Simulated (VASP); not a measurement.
KCl: single point with r2SCAN

Crystal: KCl.

```
K Cl
1.0
     0.00000    3.08065    3.08065
     3.08065    0.00000    3.08065
     3.08065    3.08065    0.00000
K Cl
1 1
Direct
  0.00000 0.00000 0.00000
  0.50000 0.50000 0.50000
```

This cell differs from its parent crystal: volume changed by -6%.

```
Program             : VASP 6.6.1
Task                : single point
Functional          : r2SCAN
Potentials or basis : VASP PAW PBE potentials, release 64 (K_sv, Cl)
Cutoff              : 520 eV
k mesh              : 6 × 6 × 6
Occupations         : gaussian, width 0.01 eV
Spin                : no spin polarisation
```

```
Pressure               : 1.4 GPa
Band gap on the k mesh : 6.06 eV, direct
```

Levels at points of the mesh, in eV from the valence-band top:
```csv
k point,band 5,band 6,band 7,band 8,band 9,band 10,band 11,band 12
"(0.00, 0.00, 0.00)",-10.81,0.00,0.00,0.00,6.06,9.05,9.05,9.05
"(0.50, 0.00, 0.00)",-10.55,-1.16,-0.38,-0.38,8.32,9.49,11.53,11.53
"(0.50, 0.50, 0.00)",-10.88,-0.71,-0.24,-0.24,6.97,9.52,11.09,11.22
```

Wall time 21 s on 1 thread of Intel(R) Xeon(R) Platinum 8559C (Emerald Rapids), on a shared host, peak memory 0.18 GiB.

Caveat: the PAW data sets were made with another functional, which shifts forces and pressure a little.
